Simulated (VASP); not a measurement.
# TaGe3 (Pm-3m) in VASP: a series of runs

Runs on TaGe3. Level: PBE. Tasks: single point, relaxation of cell and atoms.

Program: VASP 6.6.1. These are calculated values, not measurements. Logs are shortened: lines on timing, memory, paths and dates and some standing lists are left out, and cuts for length are marked.

## 1. The cell of the first run

Symmetry: Pm-3m, No. 221, cubic system. The conventional cell has a = 4.111 Å, b = 4.111 Å, c = 4.111 Å, α = 90.00°, β = 90.00°, γ = 90.00°. Ta (site symmetry m-3m) has 12 Ge at 2.91 Å within 3.8 Å. Within 3.8 Å of Ge (site symmetry 4/mmm) lie 4 Ta at 2.91 Å and 8 Ge at 2.91 Å.

## 2. Single point, PBE

File INCAR:

```
SYSTEM = TaGe3
PREC     = Accurate       ! precision mode
ENCUT    = 520            ! plane-wave cutoff, eV
EDIFF    = 1E-7           ! SCF threshold, eV
ISMEAR   = 0              ! smearing method
SIGMA    = 0.1            ! smearing width, eV
LREAL    = .FALSE.        ! projectors in reciprocal space
LASPH    = .TRUE.         ! aspherical terms in the spheres
NELM     = 80             ! most SCF steps
ALGO     = Normal         ! electronic algorithm
ISIF     = 2              ! what is computed and relaxed
LWAVE    = .FALSE.        ! write WAVECAR
LCHARG   = .TRUE.         ! write CHGCAR
GGA      = PE             ! functional
LELF     = .TRUE.         ! ELF
LVHAR    = .TRUE.       
NBANDS   = 34             ! bands
```

File KPOINTS:

```
Automatic mesh
0
G
  4 4 4
  0 0 0
```

File POSCAR:

```
TaGe3
1.0
    4.1112808255      0.0000000000      0.0000000000
    0.0000000000      4.1112808255      0.0000000000
    0.0000000000      0.0000000000      4.1112808255
Ta Ge
1 3
Direct
    0.0000000000      0.0000000000      0.0000000000
    0.5000000000      0.5000000000      0.0000000000
    0.0000000000      0.5000000000      0.5000000000
    0.5000000000      0.0000000000      0.5000000000
```

Potentials or basis: VASP PAW PBE potentials, release 64 (Ta_pv, Ge_d).

On the command line:

```bash
$ cat potpaw_PBE.64/Ta_pv/POTCAR potpaw_PBE.64/Ge_d/POTCAR > POTCAR
$ mpirun -np 1 vasp_std > vasp.out
```

OUTCAR:

```text
SYSTEM = TaGe3
   PREC = Accurate
   ENCUT = 520
   EDIFF = 1E-7
   ISMEAR = 0
   LREAL = .FALSE.
   LASPH = .TRUE.
   NELM = 80
   ISIF = 2
   GGA = PE

 ion  position               nearest neighbor table
   1  0.000  0.000  0.000-   2 2.91   3 2.91   4 2.91   3 2.91   4 2.91   2 2.91   3 2.91   3 2.91
                             2 2.91   4 2.91   4 2.91   2 2.91
   2  0.500  0.500  0.000-   1 2.91   3 2.91   4 2.91   3 2.91   4 2.91   1 2.91   4 2.91   4 2.91
                             1 2.91   3 2.91   3 2.91   1 2.91
   3  0.000  0.500  0.500-   1 2.91   2 2.91   4 2.91   1 2.91   2 2.91   1 2.91   4 2.91   1 2.91
                             2 2.91   4 2.91   2 2.91   4 2.91
   4  0.500  0.000  0.500-   1 2.91   2 2.91   3 2.91   1 2.91   2 2.91   2 2.91   3 2.91   2 2.91
                             1 2.91   3 2.91   1 2.91   3 2.91

  LATTYP: Found a simple cubic cell.
 ALAT       =     4.1112808255

  Lattice vectors:

 A1 = (   4.1112808255,   0.0000000000,   0.0000000000)
 A2 = (   0.0000000000,   4.1112808255,   0.0000000000)
 A3 = (   0.0000000000,   0.0000000000,   4.1112808255)

Analysis of symmetry for initial positions (statically):
=====================================================================
 Subroutine PRICEL returns:
 Original cell was already a primitive cell.

 Routine SETGRP: Setting up the symmetry group for a
 simple cubic supercell.

 Subroutine GETGRP returns: Found 48 space group operations
 (whereof 48 operations were pure point group operations)
 out of a pool of 48 trial point group operations.

The static configuration has the point symmetry O_h .

Analysis of symmetry for dynamics (positions and initial velocities):
=====================================================================
 Subroutine PRICEL returns:
 Original cell was already a primitive cell.

 Routine SETGRP: Setting up the symmetry group for a
 simple cubic supercell.

 Subroutine GETGRP returns: Found 48 space group operations
 (whereof 48 operations were pure point group operations)
 out of a pool of 48 trial point group operations.

The dynamic configuration has the point symmetry O_h .

 Subroutine INISYM returns: Found 48 space group operations
 (whereof 48 operations are pure point group operations),
 and found     1 'primitive' translations

----------------------------------------------------------------------------------------

                                     Primitive cell

  volume of cell :      69.4915

  direct lattice vectors                    reciprocal lattice vectors
     4.111280825  0.000000000  0.000000000     0.243233202  0.000000000  0.000000000
[... 80 lines left out ...]
   NFREE  =      0    steps in history (QN), initial steepest desc. (CG)
   ISIF   =      2    stress and relaxation
   ISYM   =      2    0-nonsym 1-usesym 2-fastsym
   POTIM  = 0.5000    time-step for ionic-motion
   TEBEG  =    0.0;   TEEND  =   0.0 temperature during run
   PSTRESS=    0.0 pullay stress
   NELECT =      53.0000    total number of electrons
   NUPDOWN=      -1.0000    fix difference up-down
   EMIN   =  10.00;   EMAX   =-10.00  energy-range for DOS
   EFERMI =   0.00;   METHOD = LEGACY
   ISMEAR =     0;   SIGMA  =   0.10  broadening in eV -4-tet -1-fermi 0-gaus
   EFERMI_NEDOS =   21; number of points for ismear=-14 and -15
   IALGO  =     38    algorithm
   IMIX   =      4    mixing-type and parameters
     AMIX     =   0.40;   BMIX     =  1.00
     AMIX_MAG =   1.60;   BMIX_MAG =  1.00
  volume/ion in A,a.u.               =      17.37       117.24
  Fermi-wavevector in a.u.,A,eV,Ry     =   1.495741  2.826540 30.439501  2.237240
  Thomas-Fermi vector in A             =   2.607847
   LORBIT       =      0    0 simple, 1 ext, 2 COOP (PROOUT), +10 PAW based schemes
   GGA     = PE    functional components
   LHFCALC =     F    Hartree Fock is set to
   AEXX    =    0.0000 exact exchange contribution
   IVDW    =     0    specifies the selected vdW correction
   LEPSILON=     F    determine dielectric tensor
   LRPA    =     F    only Hartree local field effects (RPA)
 non-spin polarized calculation
 Gauss-broadening in eV      SIGMA  =   0.10
  energy-cutoff  :      520.00
  volume of cell :       69.49
 maximum number of plane-waves:      1888
 NGX is ok and might be reduce to    32
   NGX = 15   NGY = 15   NGZ = 15

 number of electron      53.0000000 magnetization

 Free energy of the ion-electron system (eV)
  ---------------------------------------------------
  ext. energy  EPLUGINS =         0.00000000
  ---------------------------------------------------
  free energy    TOTEN  =       -23.59062662 eV

  energy without entropy =      -23.56052544  energy(sigma->0) =      -23.57557603

 E-fermi :   7.8940     XC(G=0): -12.0123

 val. band max:        7.8650459380   @ k =   0.5000   0.2500   0.0000
 cond. band min:       7.9087793976   @ k =   0.5000   0.5000   0.2500
 fundamental gap:      0.0437334597
 Fermi energy:         7.8939645864

 k-point     1 :       0.0000    0.0000    0.0000
  band No.  band energies     occupation
      1     -27.4958      2.00000
      2     -27.4958      2.00000
      3     -27.4958      2.00000
      4     -17.2246      2.00000
      5     -17.2115      2.00000
      6     -17.2115      2.00000
[... 359 lines left out ...]
     33      14.7147      0.00000
     34      14.7158      0.00000

------------------------ aborting loop because EDIFF is reached ----------------------------------------

  FORCE on cell =-STRESS in cart. coord.  units (eV):
  Direction    XX          YY          ZZ          XY          YZ          ZX
  --------------------------------------------------------------------------------------
  -------------------------------------------------------------------------------------
  Total        0.0816818      0.0816818      0.0816818     -0.0000000     -0.0000000      0.0000000
  in kB        1.8832357      1.8832357      1.8832357     -0.0000000     -0.0000000      0.0000000
  external PRESSURE =       1.8832357 kB  Pullay stress =       0.0000000 kB

 VOLUME and BASIS-vectors are now :
 -----------------------------------------------------------------------------
  energy-cutoff  :      520.00
  volume of cell :       69.49
      direct lattice vectors                 reciprocal lattice vectors
     4.111280825  0.000000000  0.000000000     0.243233202  0.000000000  0.000000000
     0.000000000  4.111280825  0.000000000     0.000000000  0.243233202  0.000000000
     0.000000000  0.000000000  4.111280825     0.000000000  0.000000000  0.243233202

 POSITION                                       TOTAL-FORCE (eV/Angst)
 -----------------------------------------------------------------------------------
      0.00000      0.00000      0.00000         0.000000      0.000000      0.000000
      2.05564      2.05564      0.00000         0.000000      0.000000      0.000000
      0.00000      2.05564      2.05564         0.000000      0.000000      0.000000
      2.05564      0.00000      2.05564         0.000000      0.000000      0.000000
 -----------------------------------------------------------------------------------
    total drift:                                0.000000     -0.000000     -0.000000

  FREE ENERGIE OF THE ION-ELECTRON SYSTEM (eV)
  ---------------------------------------------------
  free  energy   TOTEN  =       -23.5906266181 eV

  energy  without entropy=      -23.5605254424  energy(sigma->0) =      -23.57557603
```

stdout:

```text
POSCAR found type information on POSCAR TaGe
 POSCAR found :  2 types and       4 ions
 scaLAPACK will be used
 LDA part: xc-table for (Slater+PW92), standard interpolation
 POSCAR, INCAR and KPOINTS ok, starting setup
 FFT: planning ... GRIDC
 FFT: planning ... GRID_SOFT
 FFT: planning ... GRID
 WAVECAR not read
 entering main loop
```

Run time: 20 s. Hardware: 1 thread of Intel Xeon Platinum 8559C (Emerald Rapids), shared host; peak memory 0.18 GiB.

Results:

| Quantity | Value |
| --- | --- |
| Free energy | -23.5906 eV |
| Pressure | 0.2 GPa |

Caveat: the k points lie up to 0.38 Å⁻¹ apart; spin-orbit coupling is left out, which moves the levels of the heavy elements.

## 3. Single point, PBE

This run uses another cell than the first one, of 18.29 Å³/atom, 1.053 times its volume.

File INCAR:

```
PREC = Accurate
ENCUT = 520
EDIFF = 1E-6
ISMEAR = 0
SIGMA = 0.1
LREAL = False
LASPH = True
NELM = 80
ALGO = Normal
ISIF = 2
LWAVE = False
LCHARG = False
GGA = PE
NBANDS = 34
```

File KPOINTS:

```
regular mesh
0
Gamma
  4 4 4
```

File POSCAR:

```
TaGe3
1.0
    4.1822974700      0.0000000000      0.0000000000
    0.0000000000      4.1822974700      0.0000000000
    0.0000000000      0.0000000000      4.1822974700
Ta Ge
1 3
Direct
    0.0000000000      0.0000000000      0.0000000000
    0.5000000000      0.5000000000      0.0000000000
    0.0000000000      0.5000000000      0.5000000000
    0.5000000000      0.0000000000      0.5000000000
```

Potentials or basis: VASP PAW PBE potentials, release 64 (Ta_pv, Ge_d).

On the command line:

```bash
$ cat potpaw_PBE.64/Ta_pv/POTCAR potpaw_PBE.64/Ge_d/POTCAR > POTCAR
$ mpirun -np 1 vasp_std > vasp.out
```

It took 17 s on 1 thread of Intel Xeon Platinum 8559C (Emerald Rapids), shared host; peak memory 0.18 GiB.

Results (log left out):

- Free energy: -23.5409 eV
- Pressure: -4.4 GPa

Levels at points of the mesh, in eV from the Fermi level:
```tsv
k point	band 24	band 25	band 26	band 27	band 28	band 29
(0.00, 0.00, 0.00)	-3.89	-0.31	-0.31	-0.31	0.25	0.83
(0.50, 0.00, 0.00)	-3.42	-1.01	-0.82	-0.82	-0.14	0.36
(0.50, 0.50, 0.00)	-2.80	-1.21	-0.40	0.08	0.30	0.30
(0.50, 0.50, 0.50)	-4.77	-4.77	-1.15	0.81	0.81	1.93
```

Caveat: the k points lie up to 0.38 Å⁻¹ apart; spin-orbit coupling is left out, which moves the levels of the heavy elements.

## 4. Relaxation of cell and atoms, PBE

This run uses another cell than the first one, of 18.29 Å³/atom, 1.053 times its volume.

File INCAR:

```
SYSTEM = TaGe3
ALGO     = Normal         ! electronic algorithm
EDIFF    = 1E-6           ! SCF threshold, eV
EDIFFG   = -0.04          ! ionic threshold
ENCUT    = 600            ! plane-wave cutoff, eV
GGA      = PE             ! functional
IBRION   = 2              ! ionic algorithm
ISIF     = 3              ! what is computed and relaxed
ISMEAR   = 0              ! smearing method
LASPH    = .True.         ! aspherical terms in the spheres
LCHARG   = .False.        ! write CHGCAR
LREAL    = .False.        ! projectors in reciprocal space
LWAVE    = .False.        ! write WAVECAR
NELM     = 100            ! most SCF steps
NSW      = 90             ! ionic steps
PREC     = Accurate       ! precision mode
SIGMA    = 0.1            ! smearing width, eV
```

File KPOINTS:

```
k-points
0
Gamma
  4 4 4
  0 0 0
```

POSCAR is that of step 3.

Potentials or basis: VASP PAW PBE potentials, release 64 (Ta_pv, Ge_d).

On the command line:

```bash
$ cat potpaw_PBE.64/Ta_pv/POTCAR potpaw_PBE.64/Ge_d/POTCAR > POTCAR
$ mpirun -np 1 vasp_std > vasp.out
```

OUTCAR:

```text
SYSTEM = TaGe3
   EDIFF = 1E-6
   EDIFFG = -0.04
   ENCUT = 600
   GGA = PE
   IBRION = 2
   ISIF = 3
   ISMEAR = 0
   LASPH = .True.
   LREAL = .False.
   NELM = 100
   NSW = 90
   PREC = Accurate

 ion  position               nearest neighbor table
   1  0.000  0.000  0.000-   2 2.96   3 2.96   4 2.96   3 2.96   4 2.96   2 2.96   3 2.96   3 2.96
                             2 2.96   4 2.96   4 2.96   2 2.96
   2  0.500  0.500  0.000-   1 2.96   1 2.96   1 2.96   1 2.96
   3  0.000  0.500  0.500-   1 2.96   1 2.96   1 2.96   1 2.96
   4  0.500  0.000  0.500-   1 2.96   1 2.96   1 2.96   1 2.96

  LATTYP: Found a simple cubic cell.
 ALAT       =     4.1822974700

  Lattice vectors:

 A1 = (   4.1822974700,   0.0000000000,   0.0000000000)
 A2 = (   0.0000000000,   4.1822974700,   0.0000000000)
 A3 = (   0.0000000000,   0.0000000000,   4.1822974700)

Analysis of symmetry for initial positions (statically):
=====================================================================
 Subroutine PRICEL returns:
 Original cell was already a primitive cell.

 Routine SETGRP: Setting up the symmetry group for a
 simple cubic supercell.

 Subroutine GETGRP returns: Found 48 space group operations
[... 145 lines left out ...]

--------------------------------------- Ionic step        1  -------------------------------------------

 number of electron      53.0000032 magnetization

 Free energy of the ion-electron system (eV)
  ---------------------------------------------------
  ext. energy  EPLUGINS =         0.00000000
  ---------------------------------------------------
  free energy    TOTEN  =       -23.54127392 eV

  energy without entropy =      -23.50675429  energy(sigma->0) =      -23.52401410

------------------------ aborting loop because EDIFF is reached ----------------------------------------

  FORCE on cell =-STRESS in cart. coord.  units (eV):
  Direction    XX          YY          ZZ          XY          YZ          ZX
  --------------------------------------------------------------------------------------
  -------------------------------------------------------------------------------------
  Total       -1.9804136     -1.9804136     -1.9804136     -0.0000000      0.0000000      0.0000000
  in kB      -43.3732265    -43.3732265    -43.3732265     -0.0000000      0.0000000      0.0000000
  external PRESSURE =     -43.3732265 kB  Pullay stress =       0.0000000 kB
[... 63 lines left out ...]
--------------------------------------- Ionic step        3  -------------------------------------------

 number of electron      53.0000027 magnetization

 Free energy of the ion-electron system (eV)
  ---------------------------------------------------
  ext. energy  EPLUGINS =         0.00000000
  ---------------------------------------------------
  free energy    TOTEN  =       -23.59189533 eV

  energy without entropy =      -23.56154745  energy(sigma->0) =      -23.57672139

 E-fermi :   7.8708     XC(G=0): -12.0023

 val. band max:        7.8435476898   @ k =   0.5000   0.2500   0.0000
 cond. band min:       7.8851240856   @ k =   0.5000   0.5000   0.2500
 fundamental gap:      0.0415763958
 Fermi energy:         7.8707593943

 k-point     1 :       0.0000    0.0000    0.0000
  band No.  band energies     occupation
      1     -27.5210      2.00000
      2     -27.5210      2.00000
      3     -27.5210      2.00000
      4     -17.2437      2.00000
      5     -17.2306      2.00000
      6     -17.2306      2.00000
[... 360 lines left out ...]
  FREE ENERGIE OF THE ION-ELECTRON SYSTEM (eV)
  ---------------------------------------------------
  free  energy   TOTEN  =       -23.5918953283 eV

  energy  without entropy=      -23.5615474481  energy(sigma->0) =      -23.57672139

 reached required accuracy - stopping structural energy minimisation
```

Run time: 59 s. Hardware: 1 thread of Intel Xeon Platinum 8559C (Emerald Rapids), shared host; peak memory 0.22 GiB.

Results:

```yaml
Free_energy: -23.5919 eV
Relaxed_volume: 17.41 Å³/atom
Relaxed_cell: a = 4.114 Å, b = 4.114 Å, c = 4.114 Å, α = 90.00°, β = 90.00°, γ = 90.00°
Space_group_after_relaxing_to_0.05_Å: Pm-3m (No. 221)
Energy_gained_by_relaxing: 12.7 meV/atom
Ionic_steps: 3
Pressure_after_relaxing: 0.1 GPa
```

The path:
```
step  energy change (eV)  largest force (eV/Å)  pressure (GPa)  volume (Å³)
   1              0.0000                0.0000           -4.34        73.16
   2             -0.0386                0.0000            2.51        68.04
   3             -0.0506                0.0000            0.10        69.63
```

Final structure:
```
Ta Ge
1.0
     4.11392    0.00000    0.00000
     0.00000    4.11392    0.00000
     0.00000    0.00000    4.11392
Ta Ge
1 3
Direct
  0.00000 0.00000 0.00000
  0.50000 0.50000 0.00000
  0.00000 0.50000 0.50000
  0.50000 0.00000 0.50000
```

Caveat: the k points lie up to 0.38 Å⁻¹ apart in the final cell; spin-orbit coupling is left out, which moves the levels of the heavy elements.

## 5. The runs side by side

```tsv
task	cell	cutoff (eV)	gap on the mesh (eV)	pressure (GPa)
single point	a = 4.111 Å, 4 atoms	520	none	0.2
single point	a = 4.182 Å, 4 atoms	520	none	-4.4
relaxation of cell and atoms	relaxed from a = 4.182 Å, 4 atoms	600	none	0.1
```

Alike in all rows: level PBE; potentials or basis VASP PAW PBE potentials, release 64 (Ta_pv, Ge_d); no spin polarisation; k mesh 4 × 4 × 4; smearing gaussian 0.1 eV.

Caveats: all runs use coarse meshes; spin-orbit coupling is left out, which moves the levels of the heavy elements.

Absolute energies hang on the potentials; compare differences alone.
